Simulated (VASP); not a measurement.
**In3P4: relaxation of cell and atoms with PBE**

In3P4:

```xyz
7
Lattice="5.4331 0.0000 0.0000 0.0000 5.4331 0.0000 0.0000 0.0000 5.4331" Properties=species:S:1:pos:R:3 pbc="T T T"
In    2.7166    2.7166    0.0000
In    0.0000    2.7166    2.7166
In    2.7166    0.0000    2.7166
P     2.7166    2.7166    2.7166
P     2.7166    0.0000    0.0000
P     0.0000    2.7166    0.0000
P     0.0000    0.0000    2.7166
```

- Program: VASP 6.6.1
- Task: relaxation of cell and atoms
- Functional: PBE
- Potentials or basis: VASP PAW PBE potentials, release 64 (In_d, P)
- Cutoff: 600 eV
- k mesh: 8 × 8 × 8
- Occupations: gaussian, width 0.1 eV
- Spin: no spin polarisation
- Dipole correction: no
- Further INCAR settings: ALGO = Normal; EDIFF = 1e-06; IBRION = 2; EDIFFG = -0.01; NSW = 100; ISIF = 3

```yaml
Relaxed_volume: 22.96 Å³/atom
Relaxed_cell: a = 5.437 Å, b = 5.437 Å, c = 5.437 Å, α = 90.00°, β = 90.00°, γ = 90.00°
Space_group_after_relaxing_to_0.05_Å: Pm-3m (No. 221)
Energy_gained_by_relaxing: 0.0 meV/atom
Ionic_steps: 2
Pressure_after_relaxing: 0.0 GPa
```

Final structure:
```
In P
1.0
     5.43679    0.00000    0.00000
     0.00000    5.43679    0.00000
     0.00000    0.00000    5.43679
In P
3 4
Direct
  0.50000 0.50000 0.00000
  0.00000 0.50000 0.50000
  0.50000 0.00000 0.50000
  0.50000 0.50000 0.50000
  0.50000 0.00000 0.00000
  0.00000 0.50000 0.00000
  0.00000 0.00000 0.50000
```

Levels at points of the mesh, in eV from the Fermi level:
```tsv
k point	band 27	band 28	band 29	band 30	band 31	band 32	band 33	band 34
(0.00, 0.00, 0.00)	-2.35	-1.47	-1.47	-1.47	0.18	0.48	0.48	0.48
(0.50, 0.00, 0.00)	-1.45	-1.45	-1.06	-0.08	-0.08	1.73	1.97	2.66
(0.50, 0.50, 0.00)	-0.77	-0.08	0.07	0.07	0.48	2.53	3.07	3.07
(0.50, 0.50, 0.50)	0.24	0.24	0.24	0.82	0.82	2.75	3.01	3.01
```

Run time: 3.1 min on 1 thread of AMD EPYC 9R45 96-Core Processor (Zen 5) (shared host), peak memory 0.42 GiB.

Caveat: spin-orbit coupling is left out, which moves the levels of the heavy elements.
